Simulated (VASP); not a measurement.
# NaF in VASP: a series of runs, part 2 of 3

VASP 6.6.1. Earlier steps stand in the parts before.

### Step 3. Single point, PBEsol (equal xy, yz and zx engineering shears of -0.5 %)

Input file INCAR:

```
SYSTEM = NaF
ALGO = Normal
EDIFF = 1E-6
ENCUT = 520
GGA = PS
ISIF = 2
ISMEAR = 0
LASPH = .True.
LCHARG = .True.
LELF = .True.
LREAL = .False.
LVHAR = .True.
LWAVE = .False.
NBANDS = 14
NELM = 60
PREC = Accurate
SIGMA = 0.01
```

Input file KPOINTS:

```
k-points
0
Gamma
  10 10 10
  0 0 0
```

Input file POSCAR:

```
NaF
1.0
   -0.0115754907      2.3093103883      2.3093103883
    2.3093103883     -0.0115754907      2.3093103883
    2.3093103883      2.3093103883     -0.0115754907
Na F
1 1
Direct
    0.0000000000      0.0000000000      0.0000000000
    0.5000000000      0.5000000000      0.5000000000
```

Potentials or basis: VASP PAW PBE potentials, release 64 (Na_pv, F).

Started as:

```sh
$ cat potpaw_PBE.64/Na_pv/POTCAR potpaw_PBE.64/F/POTCAR > POTCAR
$ mpirun -np 1 vasp_std > vasp.out
```

OUTCAR:

```text
SYSTEM = NaF
   EDIFF = 1E-6
   ENCUT = 520
   GGA = PS
   ISIF = 2
   ISMEAR = 0
   LASPH = .True.
   LREAL = .False.
   NELM = 60
   PREC = Accurate

 ion  position               nearest neighbor table
   1  0.000  0.000  0.000-   2 2.32   2 2.32   2 2.32   2 2.32   2 2.32   2 2.32
   2  0.500  0.500  0.500-   1 2.32   1 2.32   1 2.32   1 2.32   1 2.32   1 2.32

  LATTYP: Found a trigonal (rhomboedric) cell.
 ALAT       =     3.2658785849
 COS(alpha) =     0.4949812503

  Lattice vectors:

 A1 = (  -0.0115754907,   2.3093103883,   2.3093103883)
 A2 = (   2.3093103883,  -0.0115754907,   2.3093103883)
 A3 = (   2.3093103883,   2.3093103883,  -0.0115754907)

Analysis of symmetry for initial positions (statically):
=====================================================================
 Subroutine PRICEL returns:
 Original cell was already a primitive cell.

 Routine SETGRP: Setting up the symmetry group for a
 trigonal (rhombohedral) supercell.

 Subroutine GETGRP returns: Found 12 space group operations
 (whereof 12 operations were pure point group operations)
 out of a pool of 12 trial point group operations.

The static configuration has the point symmetry D_3d.

Analysis of symmetry for dynamics (positions and initial velocities):
=====================================================================
 Subroutine PRICEL returns:
 Original cell was already a primitive cell.

 Routine SETGRP: Setting up the symmetry group for a
 trigonal (rhombohedral) supercell.

 Subroutine GETGRP returns: Found 12 space group operations
 (whereof 12 operations were pure point group operations)
 out of a pool of 12 trial point group operations.

The dynamic configuration has the point symmetry D_3d.

 Subroutine INISYM returns: Found 12 space group operations
 (whereof 12 operations are pure point group operations),
 and found     1 'primitive' translations

----------------------------------------------------------------------------------------

                                     Primitive cell

  volume of cell :      24.8159

  direct lattice vectors                    reciprocal lattice vectors
    -0.011575491  2.309310388  2.309310388    -0.214893685  0.215976273  0.215976273
     2.309310388 -0.011575491  2.309310388     0.215976273 -0.214893685  0.215976273
     2.309310388  2.309310388 -0.011575491     0.215976273  0.215976273 -0.214893685

  length of vectors
     3.265878585  3.265878585  3.265878585     0.373457891  0.373457891  0.373457891

  position of ions in fractional coordinates (direct lattice)
     0.000000000  0.000000000  0.000000000
     0.500000000  0.500000000  0.500000000

  ion indices of the primitive-cell ions
   primitive index   ion index
                 1           1
                 2           2

----------------------------------------------------------------------------------------

 KPOINTS: k-points

Automatic generation of k-mesh.
[... 25 lines left out ...]
  0.200000 -0.000000 -0.000000      6.000000
  0.300000  0.000000  0.000000      6.000000
  0.400000 -0.000000 -0.000000      6.000000
  0.500000  0.000000  0.000000      3.000000
[... 16 lines left out ...]
  0.300000  0.300000  0.000000      6.000000
  0.400000  0.300000  0.000000     12.000000
 [... further k-points ...]
   k-points           NKPTS =    116   k-points in BZ     NKDIM =    116   number of bands    NBANDS=     14
   number of dos      NEDOS =    301   number of ions     NIONS =      2
   total plane-waves  NPLWV =  13824
   dimension x,y,z NGX =    24 NGY =   24 NGZ =   24
   dimension x,y,z NGXF=    48 NGYF=   48 NGZF=   48
   ions per type =               1   1
   NGX,Y,Z   is equivalent  to a cutoff of  12.22, 12.22, 12.22 a.u.
   NGXF,Y,Z  is equivalent  to a cutoff of  24.43, 24.43, 24.43 a.u.
 SYSTEM =  NaF
   PREC   = accura    normal or accurate (medium, high low for compatibility)
   ISTART =      0    job   : 0-new  1-cont  2-samecut
   ICHARG =      2    charge: 1-file 2-atom 10-const
   ISPIN  =      1    spin polarized calculation?
   LNONCOLLINEAR =      F non collinear calculations
   LSORBIT =      F    spin-orbit coupling
   LASPH  =      T    aspherical Exc in radial PAW
   ENCUT  =  520.0 eV  38.22 Ry    6.18 a.u.   6.07  6.07  6.07*2*pi/ulx,y,z
   NELM   =     60;   NELMIN=  2; NELMDL= -5     # of ELM steps
   EDIFF  = 0.1E-05   stopping-criterion for ELM
   LREAL  =      F    real-space projection
   EDIFFG = 0.1E-04   stopping-criterion for IOM
   NSW    =      0    number of steps for IOM
   IBRION =     -1    ionic relax: 0-MD 1-quasi-New 2-CG
   NFREE  =      0    steps in history (QN), initial steepest desc. (CG)
   ISIF   =      2    stress and relaxation
   ISYM   =      2    0-nonsym 1-usesym 2-fastsym
   POTIM  = 0.5000    time-step for ionic-motion
   TEBEG  =    0.0;   TEEND  =   0.0 temperature during run
   PSTRESS=    0.0 pullay stress
   NELECT =      14.0000    total number of electrons
   NUPDOWN=      -1.0000    fix difference up-down
   EMIN   =  10.00;   EMAX   =-10.00  energy-range for DOS
   EFERMI =   0.00;   METHOD = LEGACY
   ISMEAR =     0;   SIGMA  =   0.01  broadening in eV -4-tet -1-fermi 0-gaus
   EFERMI_NEDOS =   21; number of points for ismear=-14 and -15
   IALGO  =     38    algorithm
   IMIX   =      4    mixing-type and parameters
     AMIX     =   0.40;   BMIX     =  1.00
     AMIX_MAG =   1.60;   BMIX_MAG =  1.00
  volume/ion in A,a.u.               =      12.41        83.73
  Fermi-wavevector in a.u.,A,eV,Ry     =   1.352719  2.556268 24.896592  1.829848
  Thomas-Fermi vector in A             =   2.480034
   LORBIT       =      0    0 simple, 1 ext, 2 COOP (PROOUT), +10 PAW based schemes
   GGA     = PS    functional components
   LHFCALC =     F    Hartree Fock is set to
   AEXX    =    0.0000 exact exchange contribution
   IVDW    =     0    specifies the selected vdW correction
   LEPSILON=     F    determine dielectric tensor
   LRPA    =     F    only Hartree local field effects (RPA)
 non-spin polarized calculation
 Gauss-broadening in eV      SIGMA  =   0.01
  energy-cutoff  :      520.00
  volume of cell :       24.82
 maximum number of plane-waves:       681
   NGX = 13   NGY = 13   NGZ = 13

 number of electron      13.9999984 magnetization

 Free energy of the ion-electron system (eV)
  ---------------------------------------------------
  ext. energy  EPLUGINS =         0.00000000
  ---------------------------------------------------
  free energy    TOTEN  =        -8.76858864 eV

  energy without entropy =       -8.76858864  energy(sigma->0) =       -8.76858864

 E-fermi :  -2.0524     XC(G=0):  -9.3465

 val. band max:       -2.1518635745   @ k =   0.0000   0.0000   0.0000
 cond. band min:       4.0077040088   @ k =   0.0000   0.0000   0.0000
 fundamental gap:      6.1595675833
 Fermi energy:        -2.0523526182

 k-point     1 :       0.0000    0.0000    0.0000
  band No.  band energies     occupation
      1     -21.2263      2.00000
      2     -20.9287      2.00000
      3     -20.9277      2.00000
      4     -20.9277      2.00000
      5      -2.1721      2.00000
      6      -2.1721      2.00000
      7      -2.1519      2.00000
      8       4.0077      0.00000
      9      16.6329      0.00000
     10      16.6329      0.00000
     11      16.8195      0.00000
     12      19.3813      0.00000
     13      21.7734      0.00000
     14      21.7734      0.00000
[... 377 lines left out ...]
      1     -21.4623      2.00000
      2     -20.9778      2.00000
      3     -20.9694      2.00000
      4     -20.5649      2.00000
      5      -3.3681      2.00000
      6      -2.5635      2.00000
      7      -2.4881      2.00000
      8       8.2907      0.00000
      9      11.4856      0.00000
     10      14.4812      0.00000
     11      17.2901      0.00000
     12      17.4448      0.00000
     13      23.2085      0.00000
     14      24.4281      0.00000

 [... further k-points ...]

------------------------ aborting loop because EDIFF is reached ----------------------------------------

  FORCE on cell =-STRESS in cart. coord.  units (eV):
  Direction    XX          YY          ZZ          XY          YZ          ZX
  --------------------------------------------------------------------------------------
  -------------------------------------------------------------------------------------
  Total       -0.0184479     -0.0184479     -0.0184479      0.0205321      0.0205321      0.0205321
  in kB       -1.1910450     -1.1910450     -1.1910450      1.3256042      1.3256042      1.3256042
  external PRESSURE =      -1.1910450 kB  Pullay stress =       0.0000000 kB

 VOLUME and BASIS-vectors are now :
 -----------------------------------------------------------------------------
  energy-cutoff  :      520.00
  volume of cell :       24.82
      direct lattice vectors                 reciprocal lattice vectors
    -0.011575491  2.309310388  2.309310388    -0.214893685  0.215976273  0.215976273
     2.309310388 -0.011575491  2.309310388     0.215976273 -0.214893685  0.215976273
     2.309310388  2.309310388 -0.011575491     0.215976273  0.215976273 -0.214893685

 POSITION                                       TOTAL-FORCE (eV/Angst)
 -----------------------------------------------------------------------------------
      0.00000      0.00000      0.00000         0.000000      0.000000     -0.000000
      2.30352      2.30352      2.30352        -0.000000     -0.000000      0.000000
 -----------------------------------------------------------------------------------
    total drift:                                0.000000     -0.000000      0.000000

  FREE ENERGIE OF THE ION-ELECTRON SYSTEM (eV)
  ---------------------------------------------------
  free  energy   TOTEN  =        -8.7685886371 eV

  energy  without entropy=       -8.7685886371  energy(sigma->0) =       -8.76858864
```

stdout:

```text
POSCAR found type information on POSCAR NaF
 POSCAR found :  2 types and       2 ions
 scaLAPACK will be used
 -----------------------------------------------------------------------------
|                                                                             |
|                                                                             |
|     You enforced a specific xc type in the INCAR file but a different       |
|     I HOPE YOU KNOW WHAT YOU ARE DOING!                                     |
|                                                                             |
 -----------------------------------------------------------------------------

 LDA part: xc-table for (Slater+PW92), standard interpolation
 POSCAR, INCAR and KPOINTS ok, starting setup
 FFT: planning ... GRIDC
 FFT: planning ... GRID_SOFT
 FFT: planning ... GRID
 WAVECAR not read
 entering main loop
```

Run time: 34 s. Hardware: 1 thread of Intel Xeon 8259CL, shared host; peak memory 0.16 GiB.

Results:

| Quantity | Value |
| --- | --- |
| Free energy | -8.7686 eV |
| Pressure | -0.1 GPa |
| Band gap on the k mesh | 6.16 eV |

Stress tensor (GPa, compression positive):
```
-0.12  0.13  0.13
 0.13 -0.12  0.13
 0.13  0.13 -0.12
```

Levels at points of the mesh, in eV from the valence-band top:
| k point | band 3 | band 4 | band 5 | band 6 | band 7 | band 8 | band 9 | band 10 | band 11 | band 12 |
| --- | --- | --- | --- | --- | --- | --- | --- | --- | --- | --- |
| (0.00, 0.00, 0.00) | -18.78 | -18.78 | -0.02 | -0.02 | 0.00 | 6.16 | 18.78 | 18.78 | 18.97 | 21.53 |
| (0.50, 0.00, 0.00) | -18.79 | -18.02 | -1.64 | -0.28 | -0.26 | 10.60 | 12.32 | 19.97 | 20.07 | 22.75 |
| (0.50, 0.50, 0.00) | -18.83 | -18.81 | -1.32 | -0.44 | -0.41 | 12.98 | 13.09 | 13.54 | 19.60 | 19.72 |
| (0.50, 0.50, 0.50) | -18.79 | -18.03 | -1.63 | -0.29 | -0.29 | 10.61 | 12.40 | 19.91 | 19.91 | 22.79 |

Caveat: the cell differs from its parent crystal (equal xy, yz and zx engineering shears of -0.5 %); the PAW data sets were made with another functional, which shifts forces and pressure a little.

### Step 4. Single point, PBEsol (equal xy, yz and zx engineering shears of +0.5 %)

Input file INCAR:

```
PREC = Accurate
ENCUT = 520
EDIFF = 1E-6
ISMEAR = 0
SIGMA = 0.01
LREAL = False
LASPH = True
NELM = 60
ALGO = Normal
ISIF = 2
LWAVE = False
LCHARG = True
GGA = PS
LELF = True
LVHAR = True
NBANDS = 14
```

Input file KPOINTS:

```
regular mesh
0
Gamma
  10 10 10
```

Input file POSCAR:

```
NaF
1.0
    0.0115754907      2.3208858790      2.3208858790
    2.3208858790      0.0115754907      2.3208858790
    2.3208858790      2.3208858790      0.0115754907
Na F
1 1
Direct
    0.0000000000      0.0000000000      0.0000000000
    0.5000000000      0.5000000000      0.5000000000
```

Started as:

```sh
$ cat potpaw_PBE.64/Na_pv/POTCAR potpaw_PBE.64/F/POTCAR > POTCAR
$ mpirun -np 1 vasp_std > vasp.out
```

Wall time 26 s (1 thread of Intel Xeon 8259CL, shared host); peak memory 0.16 GiB.

It converged, with:

```
Free energy            : -8.7686 eV
Pressure               : -0.1 GPa
Band gap on the k mesh : 6.17 eV
```

Stress tensor (GPa, compression positive):
```
-0.12 -0.14 -0.14
-0.14 -0.12 -0.14
-0.14 -0.14 -0.12
```

Levels at points of the mesh, in eV from the valence-band top:
```tsv
k point	band 4	band 5	band 6	band 7	band 8	band 9	band 10	band 11
(0.00, 0.00, 0.00)	-18.77	-0.02	0.00	0.00	6.17	18.73	18.91	18.91
(0.50, 0.00, 0.00)	-18.02	-1.63	-0.28	-0.26	10.61	12.37	19.92	20.02
(0.50, 0.50, 0.00)	-18.81	-1.31	-0.43	-0.41	12.99	13.09	13.55	19.61
(0.50, 0.50, 0.50)	-18.01	-1.64	-0.25	-0.25	10.61	12.29	20.08	20.08
```

Caveat: the cell differs from its parent crystal (equal xy, yz and zx engineering shears of +0.5 %); the PAW data sets were made with another functional, which shifts forces and pressure a little.

(Part 2 of 3 ends here.)
